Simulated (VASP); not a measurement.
**Ge2Sb2Te5: single point with r2SCAN**

Ge2Sb2Te5:

```
Ge Sb Te
1.0
     4.29406    0.00000    0.00000
    -2.14703    3.71877    0.00000
     0.00000    0.00000   17.10135
Ge Sb Te
2 2 5
Direct
  0.33333 0.66667 0.89711
  0.66667 0.33333 0.10290
  0.00000 0.00000 0.67993
  0.00000 0.00000 0.32007
  0.00000 0.00000 0.00000
  0.66667 0.33333 0.79846
  0.33333 0.66667 0.20154
  0.33333 0.66667 0.58011
  0.66667 0.33333 0.41989
```

```
Program                : VASP 6.6.1
Task                   : single point
Functional             : r2SCAN
Potentials or basis    : VASP PAW PBE potentials, release 64 (Ge_d, Sb, Te)
Cutoff                 : 520 eV
k mesh                 : 6 × 6 × 1
Occupations            : gaussian, width 0.1 eV
Spin                   : no spin polarisation
Dipole correction      : no
Further INCAR settings : ALGO = Normal; EDIFF = 1e-07; NBANDS = 44
```

| Item | Value |
| --- | --- |
| Pressure | -0.6 GPa |
| Largest force | 0.249 eV/Å |
| Band gap on the k mesh | 0.22 eV |

Forces in eV/Å, atoms in the order of the input:
```
Ge   0.000  0.000  0.053
Ge   0.000  0.000 -0.053
Sb   0.000  0.000 -0.003
Sb   0.000  0.000  0.003
Te   0.000  0.000  0.000
Te   0.000  0.000  0.102
Te   0.000  0.000 -0.102
Te   0.000  0.000  0.249
Te   0.000  0.000 -0.249
```

Stress tensor (GPa, compression positive):
```
-0.63  0.00  0.00
 0.00 -0.63  0.00
 0.00  0.00 -0.48
```

Levels at points of the mesh, in eV from the valence-band top:
| k point | band 31 | band 32 | band 33 | band 34 | band 35 | band 36 | band 37 | band 38 |
| --- | --- | --- | --- | --- | --- | --- | --- | --- |
| (0.00, 0.00, 0.00) | -1.47 | -1.14 | -0.84 | 0.00 | 0.22 | 0.22 | 0.47 | 0.88 |
| (0.50, 0.00, 0.00) | -1.80 | -1.73 | -1.40 | -0.84 | 0.49 | 1.00 | 1.06 | 1.27 |

It took 5.4 min on 1 thread of AMD EPYC 9R45 96-Core Processor (Zen 5), with other jobs on the host, peak memory 0.4 GiB.

Caveat: semilocal functionals underestimate gaps, and a narrow one can read as zero; the PAW data sets were made with another functional, which shifts forces and pressure a little; spin-orbit coupling is left out, which moves the levels of the heavy elements. A k mesh can miss the band edges.
